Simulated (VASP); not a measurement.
Runs of VASP 6.6.1 on MgI2. The structure is that of space group Fm-3m (No. 225), or close to it. The cells are those of the table. 

```tsv
task	level	potentials or basis	cell	k mesh	cutoff (eV)	smearing	gap on the mesh (eV)	pressure (GPa)	relaxed volume (Å³/atom)
single point	r2SCAN	VASP PAW PBE potentials, release 64 (Mg, I)	a = 5.311 Å, angles 60.0°, 3 atoms	6 × 6 × 6	520	gaussian 0.01 eV	(b)	(a)	-
single point	PBE	VASP PAW PBE potentials, release 64 (Mg, I)	a = 5.323 Å, angles 60.0°, 3 atoms	6 × 6 × 6	520	fermi-dirac 0.02 eV	0.57	0.0	-
relaxation of cell and atoms	LDA	VASP PAW LDA potentials, release 64 (Mg, I)	relaxed from a = 5.323 Å, angles 60.0°, 3 atoms	6 × 6 × 6	600	fermi-dirac 0.02 eV	0.55	0.0	32.81
single point	PBE	VASP PAW PBE potentials, release 64 (Mg, I)	a = 5.311 Å, angles 60.0°, 3 atoms	6 × 6 × 6	520	fermi-dirac 0.02 eV	0.58	0.2	-
relaxation of cell and atoms	PBE	VASP PAW PBE potentials, release 64 (Mg, I)	relaxed from a = 4.844 Å, angles 60.0°, 3 atoms	6 × 6 × 6	600	fermi-dirac 0.02 eV	0.57	0.0	35.54
relaxation of cell and atoms	PBEsol	VASP PAW PBE potentials, release 64 (Mg, I)	relaxed from a = 5.323 Å, angles 60.0°, 3 atoms	6 × 6 × 6	600	fermi-dirac 0.02 eV	0.62	0.0	33.95
single point	PBEsol	VASP PAW PBE potentials, release 64 (Mg, I)	a = 5.242 Å, angles 60.0°, 3 atoms	6 × 6 × 6	520	fermi-dirac 0.02 eV	0.62	0.0	-
single point	PBE	VASP PAW PBE potentials, release 64 (Mg, I)	a = 5.311 Å, angles 60.0°, 3 atoms	4 × 4 × 4	520	gaussian 0.01 eV	0.58	0.2	-
```

Alike in all rows: no spin polarisation.

Q: Fill in the values left out.

A: (a) -0.1; (b) 1.29.

Caveats: spin-orbit coupling is left out, which moves the levels of the heavy elements; the PAW data sets were made with another functional, which shifts forces and pressure a little (at least some runs); the volume moved by over 15 % at a fixed basis, so the end points are rough (at least some runs).

A k mesh can miss the band edges, and the runs leave out spin-orbit coupling on I.
